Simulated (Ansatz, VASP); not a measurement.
**Two plane-wave programs on Al2Cu**

```
Al Cu
1.0
     2.82885    0.00000    0.00000
    -1.41443    2.44986    0.00000
     0.00000    0.00000    6.35009
Al Cu
2 1
Cartesian
  0.0000 1.6332 1.1703
  1.4144 0.8166 5.1798
  0.0000 0.0000 3.1750
```

Alike in both runs: functional PBE; k mesh 6 × 6 × 4; occupations gaussian, width 0.1 eV; no spin polarisation.

Ansatz relaxed the structure, and its values are those at the end. VASP's run is a single point on that final structure, the one shown.

|  | VASP | Ansatz |
| --- | --- | --- |
| version | VASP 6.6.1 | Ansatz 0.2.0 |
| potentials or method | VASP PAW PBE potentials, release 64 (Al, Cu), cutoff 520 eV | scalar-relativistic, plane waves, PAW |
| valence electrons in the cell | 17 | 25 |

Ansatz gave:

```
gap on the k mesh at the Fermi level (eV) : none
pressure (GPa)                            : 0.0
rms of the force components (eV/Å)        : 0.001
```

Which values does VASP return?

gap on the k mesh at the Fermi level (eV): none; pressure (GPa): -0.1; rms of the force components (eV/Å): 0.007.

A gap of «none» marks a metal or a gap that the smearing closes. VASP's potentials hold 17 valence electrons a cell and Ansatz's 25, so a difference there can come from the potentials and not from the codes.

The k mesh is coarse, so the values compare programs but aren't converged.
